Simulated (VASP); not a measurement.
**TaAs: single point with PBEsol**

The system is TaAs.

```
CELL_PARAMETERS angstrom
-1.75984 1.75984 6.04516
1.75984 -1.75984 6.04516
1.75984 1.75984 -6.04516
ATOMIC_POSITIONS crystal
Ta 0.49976 0.99976 0.50000
Ta 0.74976 0.74976 0.00000
As 0.08284 0.58284 0.50000
As 0.33284 0.33284 0.00000
```

This cell differs from its parent crystal: volume scaled by 1.10, then relaxed in part.

- Program: VASP 6.6.1
- Task: single point
- Functional: PBEsol
- Potentials or basis: VASP PAW PBE potentials, release 64 (Ta_pv, As)
- Cutoff: 520 eV
- k mesh: 18 × 18 × 18
- Occupations: gaussian, width 0.1 eV
- Spin: no spin polarisation
- Dipole correction: no
- Further INCAR settings: ALGO = Normal; EDIFF = 1e-06; NBANDS = 24

| Property | Result |
| --- | --- |
| Pressure | -14.2 GPa |
| Band gap on the k mesh | zero (band 16 reaches 6.15 eV, above the bottom of band 17 at 6.09 eV) |

Forces on the atoms (eV/Å):
```
Ta   0.000  0.000  0.003
Ta   0.000  0.000  0.003
As   0.000  0.000 -0.003
As   0.000  0.000 -0.003
```

Stress tensor (GPa, compression positive):
```
-14.22   0.00   0.00
  0.00 -14.22   0.00
  0.00   0.00 -14.30
```

Levels at points of the mesh, in eV from the Fermi level:
```
           k point  band 13  band 14  band 15  band 16  band 17  band 18  band 19  band 20
(0.00, 0.00, 0.00)    -2.14    -1.81    -1.55    -1.55     0.86     1.42     2.08     2.83
(0.50, 0.00, 0.00)    -2.26    -2.24    -1.45    -0.32     0.13     1.25     1.99     2.22
(0.50, 0.50, 0.00)    -3.08    -3.08    -1.05    -1.05     2.53     2.53     2.75     2.75
(0.50, 0.50, 0.50)    -2.53    -2.53    -0.91    -0.91     1.13     1.13     2.04     2.04
```

It took 40 min on 1 thread of Oxide Virtual Turin-like Processor, with other jobs on the host, peak memory 0.91 GiB.

Caveat: the PAW data sets were made with another functional, which shifts forces and pressure a little; spin-orbit coupling is left out, which moves the levels of the heavy elements.
